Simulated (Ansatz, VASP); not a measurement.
## Si3Ge in VASP and in Ansatz

The input INCAR:

```
  ALGO = Normal
  EDIFF = 1E-7
  ENCUT = 520
  GGA = PE
  ISIF = 2
  ISMEAR = 0
  LASPH = T
  LCHARG = T
  LELF = T
  LREAL = F
  LVHAR = T
  LWAVE = F
  NBANDS = 36
  NELM = 100
  PREC = Accurate
  SIGMA = 0.02
```

KPOINTS

```
k-points
0
Gamma
  10 10 10
```

Contents of POSCAR:

```
Si3Ge
1.0
   -2.7661776286      2.7661776286      5.5335693198
    2.7661776286     -2.7661776286      5.5335693198
    2.7661776286      2.7661776286     -5.5335693198
Si Ge
6 2
Direct
    0.5000000000      0.5000000000      0.0000000000
    0.6168206028      0.6250000000      0.4918206028
    0.1331793972      0.1250000000      0.5081793972
    0.2500000000      0.7500000000      0.5000000000
    0.8750000000      0.3831793972      0.0081793972
    0.3750000000      0.8668206028      0.9918206028
    0.0000000000      0.0000000000      0.0000000000
    0.7500000000      0.2500000000      0.5000000000
```

Input for Ansatz:

```yaml
crystal:
  lattice:
    - [-2.7661776286, 2.7661776286, 5.5335693198]
    - [2.7661776286, -2.7661776286, 5.5335693198]
    - [2.7661776286, 2.7661776286, -5.5335693198]
  atoms:
    - { symbol: Si, position: [0.5, 0.5, 0.0] }
    - { symbol: Si, position: [0.6168206028, 0.625, 0.4918206028] }
    - { symbol: Si, position: [0.1331793972, 0.125, 0.5081793972] }
    - { symbol: Si, position: [0.25, 0.75, 0.5] }
    - { symbol: Si, position: [0.875, 0.3831793972, 0.0081793972] }
    - { symbol: Si, position: [0.375, 0.8668206028, 0.9918206028] }
    - { symbol: Ge, position: [0.0, 0.0, 0.0] }
    - { symbol: Ge, position: [0.75, 0.25, 0.5] }
basis:
  ecutwfc: 420
kpoints:
  mp_grid: { grid: [10, 10, 10] }
  band_path:
    path:
      - [[0.0, 0.0, 0.0], [0.0, 0.0, 0.5], [0.25, 0.25, 0.25], [0.0, 0.5, 0.0], [0.0, 0.0, 0.0], [0.5, 0.5, -0.5], [0.31247258, 0.68752742, -0.31247258]]
      - [[-0.31247258, 0.31247258, 0.31247258], [0.0, 0.0, 0.0]]
      - [[0.0, 0.0, 0.5], [-0.12494516, 0.12494516, 0.5]]
      - [[0.5, 0.5, -0.12494516], [0.5, 0.5, -0.5]]
    npoints: 14
hamiltonian:
  xc: pbe
scf:
  occupations: { method: gaussian, width: 0.02 }
  n_extra_bands: 20
output:
  forces: true
  stress: true
  eigenvalues: true
  populations: true
  dos: { projected: true, de: 0.02, nscf_kmesh: { grid: [15, 15, 15] } }
  bader: true
  write_density: true
  write_potential: true
  elf: true
  volumetric_format: npy
```

Alike in both runs: task single point; functional PBE; k mesh 10 × 10 × 10; occupations gaussian, width 0.02 eV; no spin polarisation.

|  | VASP | Ansatz |
| --- | --- | --- |
| version | VASP 6.6.1 | Ansatz 0.2.0 |
| potentials or method | VASP PAW PBE potentials, release 64 (Si, Ge_d), cutoff 520 eV | scalar-relativistic, plane waves, PAW |
| valence electrons in the cell | 52 | 52 |

VASP gave:

* gap on the k mesh at the Fermi level (eV): 0.60
* least direct gap on the mesh (eV): 0.67
* pressure (GPa): -0.1

Q: Estimate Ansatz's values.

A: gap on the k mesh at the Fermi level (eV): 0.59; least direct gap on the mesh (eV): 0.67; pressure (GPa): 0.0.

The functional is the same, so the differences come from potentials, cutoffs and numerics.
